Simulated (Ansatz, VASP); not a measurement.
**One calculation of MgO, two programs**

```xyz
10
Lattice="3.2427 0.0000 0.0000 -1.6213 2.8082 0.0000 0.0000 0.0000 13.0344" Properties=species:S:1:pos:R:3 pbc="T T T"
Mg    0.0000    0.0000   -0.0342
Mg    0.0000    1.8722    2.5896
Mg    1.6213    0.9361    5.2132
Mg    0.0000    0.0000    7.8295
Mg    1.6213    0.9361   10.4110
O     0.0000    0.0000    1.9521
O     0.0000    1.8722    4.5758
O     1.6213    0.9361    7.1991
O     0.0000    0.0000    9.7977
O     1.6213    0.9361   12.3797
```

Alike in both runs: functional r2SCAN; k mesh 9 × 9 × 2; occupations gaussian, width 0.02 eV; no spin polarisation.

Ansatz relaxed the structure, and its values are those at the end. VASP's run is a single point on that final structure, the one shown.

|  | VASP | Ansatz |
| --- | --- | --- |
| version | VASP 6.6.1 | Ansatz 0.2.0 |
| potentials or method | VASP PAW PBE potentials, release 64 (Mg, O), cutoff 520 eV | scalar-relativistic, plane waves, PAW |
| valence electrons in the cell | 40 | 80 |

VASP gave:

| Quantity | Value |
| --- | --- |
| gap on the k mesh at the Fermi level (eV) | 4.29 |
| least direct gap on the mesh (eV) | 4.29 |
| pressure (GPa) | -0.6 |

What did Ansatz give for the same quantities?

gap on the k mesh at the Fermi level (eV): 4.30; least direct gap on the mesh (eV): 4.30; pressure (GPa): 0.0.

VASP's potentials were made for PBE, not for r2SCAN. With one functional, cell and mesh, what is left measures potentials, basis and numerics. VASP's potentials hold 40 valence electrons a cell and Ansatz's 80, so a difference there can come from the potentials and not from the codes.
